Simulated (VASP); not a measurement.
Here is a VASP 6.6.1 calculation.

INCAR

```
PREC = Accurate ; ENCUT = 600
EDIFF = 1E-6 ; ISMEAR = -1
SIGMA = 0.1 ; LREAL = F
LASPH = T ; NELM = 60
ALGO = Normal ; ISIF = 3
LWAVE = F ; LCHARG = F
GGA = PS ; IBRION = 2
NSW = 100 ; EDIFFG = -0.002
```

Contents of KPOINTS:

```
Automatic mesh
0
Gamma
  10 10 6
```

The input POSCAR:

```
GaN
1.0
    3.1800000000      0.0000000000      0.0000000000
   -1.5900000000      2.7539607840      0.0000000000
    0.0000000000      0.0000000000      5.1660000000
Ga N
2 2
Direct
    0.3333333333      0.6666666667      0.0000000000
    0.6666666667      0.3333333333      0.5000000000
    0.3333333333      0.6666666667      0.3750000000
    0.6666666667      0.3333333333      0.8750000000
```

Potentials or basis: VASP PAW PBE potentials, release 64 (Ga_d, N).

Launch:

```sh
$ cat potpaw_PBE.64/Ga_d/POTCAR potpaw_PBE.64/N/POTCAR > POTCAR
$ mpirun -np 1 vasp_std > vasp.out
```

Task: What does it give for the space group after relaxing (to 0.05 Å)?

Result: P6_3mc (No. 186).

Task: Estimate the band gap on the k mesh.

Result: 1.91 eV, direct.

Task: Predict the relaxed volume.

Result: 11.35 Å³/atom.

Step by step:
```tsv
step	energy change (eV)	largest force (eV/Å)	pressure (GPa)	volume (Å³)
1	0.0000	0.1310	0.66	45.24
2	-0.0005	0.0880	-0.51	45.55
3	-0.0020	0.0103	0.08	45.40
4	-0.0020	0.0051	-0.08	45.41
5	-0.0020	0.0059	0.14	45.37
6	-0.0020	0.0065	0.01	45.39
7	-0.0020	0.0042	0.14	45.38
8	-0.0020	0.0073	0.06	45.38
9	-0.0020	0.0078	0.02	45.38
10	-0.0020	0.0004	0.01	45.39
11	-0.0020	0.0028	0.03	45.39
12	-0.0020	0.0058	0.00	45.39
13	-0.0020	0.0018	0.05	45.39
14	-0.0020	0.0041	-0.23	45.42
15	-0.0020	0.0027	0.23	45.40
16	-0.0020	0.0037	-0.15	45.41
17	-0.0020	0.0016	0.05	45.40
18	-0.0020	0.0040	-0.03	45.40
19	-0.0020	0.0030	-0.03	45.40
20	-0.0020	0.0026	-0.02	45.40
21	-0.0020	0.0004	0.04	45.39
22	-0.0020	0.0019	-0.10	45.40
23	-0.0020	0.0002	0.06	45.40
24	-0.0020	0.0017	0.01	45.40
```

Caveat: the PAW data sets were made with another functional, which shifts forces and pressure a little. A hybrid or GW would open this gap; PBEsol tends to underestimate it.
